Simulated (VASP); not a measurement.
Sc, 2 atoms in the cell. Symmetry: P6_3/mmc, No. 194, hexagonal system. The conventional cell has a = 3.359 Å, b = 3.359 Å, c = 5.489 Å, α = 90.00°, β = 90.00°, γ = 120.00°. Sc (site symmetry -6m2) has 12 Sc at 3.36 Å within 4.4 Å. 

* Program: VASP 6.6.1
* Task: single point
* Functional: PBEsol
* Potentials or basis: VASP PAW PBE potentials, release 64 (Sc_sv)
* Cutoff: 520 eV
* k mesh: 15 × 15 × 10
* Occupations: gaussian, width 0.15 eV
* Spin: no spin polarisation
* Dipole correction: no
* Further INCAR settings: ALGO = Fast; EDIFF = 1e-06; NBANDS = 18

Potentials or basis: VASP PAW PBE potentials, release 64 (Sc_sv).

Run with:

```sh
$ cat potpaw_PBE.64/Sc_sv/POTCAR > POTCAR
$ mpirun -np 1 vasp_std > vasp.out
```

Hardware: 1 thread of Intel Xeon 8259CL, on a shared host.

**Question.** Estimate the wall time of this run.

**Answer.** Wall time 5.1 min on 1 thread of Intel Xeon 8259CL, on a shared host, peak memory 0.27 GiB. Counts: scf iterations 17, k points 162.
